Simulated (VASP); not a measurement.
Runs of VASP 6.6.1 on NaHF2. The structure is that of space group R-3m (No. 166), or close to it. The cells are those of the table. 

| task | cell | gap on the mesh (eV) | pressure (GPa) | largest force (eV/Å) |
| --- | --- | --- | --- | --- |
| single point | a = 5.066 Å, angles 40.7°, 4 atoms | (b) | -7.8 | (a) |
| single point | a = 5.034 Å, angles 39.3°, 4 atoms | 6.41 | -6.0 | 2.23 |
| single point | a = 5.042 Å, angles 39.7°, 4 atoms | 6.37 | -6.6 | 2.17 |
| electric field gradients | a = 5.034 Å, angles 39.3°, 4 atoms | 6.41 | -6.0 | 2.23 |

Alike in all rows: level LDA; potentials or basis VASP PAW LDA potentials, release 64 (Na_pv, H, F); no spin polarisation; k mesh 10 × 10 × 10; cutoff (eV) 520; smearing fermi-dirac 0.02 eV.

Task: Estimate the missing entries.

Result: (a) 2.04; (b) 6.23.

Caveats: forces of over 1 eV/Å act on the atoms, so gaps and moduli don't describe the material at rest.

A k mesh can miss the band edges.
